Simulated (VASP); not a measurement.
The system is ZnS.

```
Zn S
1.0
     3.80761    0.00000    0.00000
    -1.90381    3.29749    0.00000
     0.00000    0.00000   12.46582
Zn S
4 4
Direct
  0.00000 0.00000 0.00011
  0.33333 0.66667 0.25007
  0.00000 0.00000 0.50011
  0.66667 0.33333 0.75007
  0.00000 0.00000 0.18724
  0.33333 0.66667 0.43759
  0.00000 0.00000 0.68724
  0.66667 0.33333 0.93759
```

Base run:

| Item | Value |
| --- | --- |
| Program | VASP 6.6.1 |
| Functional | PBE |
| Potentials or basis | VASP PAW PBE potentials, release 64 (Zn, S) |
| Cutoff | 520 eV |
| k mesh | 6 × 6 × 2 |
| Occupations | gaussian, width 0.01 eV |
| Spin | no spin polarisation |

Its results: band gap on the k mesh 2.19 eV, direct; pressure 2.4 GPa; largest force 0.004 eV/Å.

**Question.** The run is repeated on the same cell with these changes: functional from PBE to r2SCAN. What comes out?

**Answer.** Band gap on the k mesh 2.75 eV, direct; pressure 0.1 GPa; largest force 0.006 eV/Å.

r2SCAN gives the wider gap, since meta-GGAs in the generalised Kohn-Sham scheme recover part of the derivative discontinuity.

Caveats: the PAW data sets were made with another functional, which shifts forces and pressure a little (some runs).

